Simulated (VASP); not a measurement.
Here is a VASP 6.6.1 calculation.

Contents of INCAR:

```
SYSTEM = HfN
ALGO = Normal
EDIFF = 1E-6
EDIFFG = -0.01
ENCUT = 600
GGA = CA
IBRION = 2
ISIF = 8
ISMEAR = 0
LASPH = .TRUE.
LCHARG = .FALSE.
LREAL = .FALSE.
LWAVE = .FALSE.
NELM = 60
NSW = 80
PREC = Accurate
SIGMA = 0.05
```

Contents of KPOINTS:

```
k-points
0
G
  9 9 9
  0 0 0
```

Contents of POSCAR:

```
HfN
1.0
    0.0000000000      2.2560000000      2.2560000000
    2.2560000000      0.0000000000      2.2560000000
    2.2560000000      2.2560000000      0.0000000000
Hf N
1 1
Direct
    0.0000000000      0.0000000000      0.0000000000
    0.5000000000      0.5000000000      0.5000000000
```

Potentials or basis: VASP PAW LDA potentials, release 64 (Hf_pv, N).

Run with:

```console
$ cat potpaw_LDA.64/Hf_pv/POTCAR potpaw_LDA.64/N/POTCAR > POTCAR
$ mpirun -np 1 vasp_std > vasp.out
```

Task: Predict the band gap on the k mesh.

Result: Zero (an odd number of electrons rules out a gap without spin polarisation).

Task: What does it give for the relaxed cell?

Result: a = 3.155 Å, b = 3.155 Å, c = 3.155 Å, α = 60.00°, β = 60.00°, γ = 60.00°.

Final structure:
```xyz
2
Lattice="0.0000 2.2309 2.2309 2.2309 0.0000 2.2309 2.2309 2.2309 0.0000" Properties=species:S:1:pos:R:3 pbc="T T T"
Hf    0.0000    2.2309    2.2309
N     2.2309    2.2309    2.2309
```

Caveat: spin-orbit coupling is left out, which moves the levels of the heavy elements. Zero-point motion and thermal expansion aren't in these numbers.
